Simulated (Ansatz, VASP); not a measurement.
**Ag: VASP beside Ansatz**

```
Ag
1.0
    -1.71854    1.71854    1.52456
     1.71854   -1.71854    1.52456
     1.71854    1.71854   -1.52456
Ag
1
Cartesian
  0.0000 0.0000 0.0000
```

Alike in both runs: functional PBE; k mesh 18 × 18 × 18; occupations gaussian, width 0.1 eV; no spin polarisation.

Ansatz relaxed the structure, and its values are those at the end. VASP's run is a single point on that final structure, the one shown.

|  | VASP | Ansatz |
| --- | --- | --- |
| version | VASP 6.6.1 | Ansatz 0.2.0 |
| potentials or method | VASP PAW PBE potentials, release 64 (Ag), cutoff 520 eV | scalar-relativistic, plane waves, PAW |
| valence electrons in the cell | 11 | 19 |

|  | VASP | Ansatz | Ansatz less VASP |
| --- | --- | --- | --- |
| gap on the k mesh at the Fermi level (eV) | none | none | - |
| pressure (GPa) | 0.0 | 0.0 | +0.07 |

A gap of «none» marks a metal or a gap that the smearing closes. With one functional, cell and mesh, what is left measures potentials, basis and numerics. VASP's potentials hold 11 valence electrons a cell and Ansatz's 19, so a difference there can come from the potentials and not from the codes.
